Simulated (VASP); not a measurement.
Here is a VASP 6.6.1 calculation.

File INCAR:

```
ALGO     = Normal         # electronic algorithm
EDIFF    = 1E-6           # SCF threshold, eV
ENCUT    = 520            # plane-wave cutoff, eV
GGA      = PS             # functional
ISIF     = 2              # what is computed and relaxed
ISMEAR   = -1             # smearing method
LASPH    = True           # aspherical terms in the spheres
LCHARG   = False          # write CHGCAR
LREAL    = False          # projectors in reciprocal space
LWAVE    = False          # write WAVECAR
NBANDS   = 16             # bands
NELM     = 80             # most SCF steps
PREC     = Accurate       # precision mode
SIGMA    = 0.05           # smearing width, eV
```

The input KPOINTS:

```
k-points
0
Gamma
  10 10 10
```

File POSCAR:

```
WC
1.0
    0.0000000000      2.1723968487      2.1723968487
    2.1723968487      0.0000000000      2.1723968487
    2.1723968487      2.1723968487      0.0000000000
W C
1 1
Direct
    0.0000000000      0.0000000000      0.0000000000
    0.5000000000      0.5000000000      0.5000000000
```

Potentials or basis: VASP PAW PBE potentials, release 64 (W_sv, C).

Launch:

```bash
$ cat potpaw_PBE.64/W_sv/POTCAR potpaw_PBE.64/C/POTCAR > POTCAR
$ mpirun -np 1 vasp_std > vasp.out
```

Question: Predict the pressure.

Answer: 1.1 GPa.

Question: Predict the band gap on the k mesh.

Answer: Zero (band 9 reaches 13.79 eV, above the bottom of band 10 at 10.47 eV).

Caveat: the PAW data sets were made with another functional, which shifts forces and pressure a little; spin-orbit coupling is left out, which moves the levels of the heavy elements.
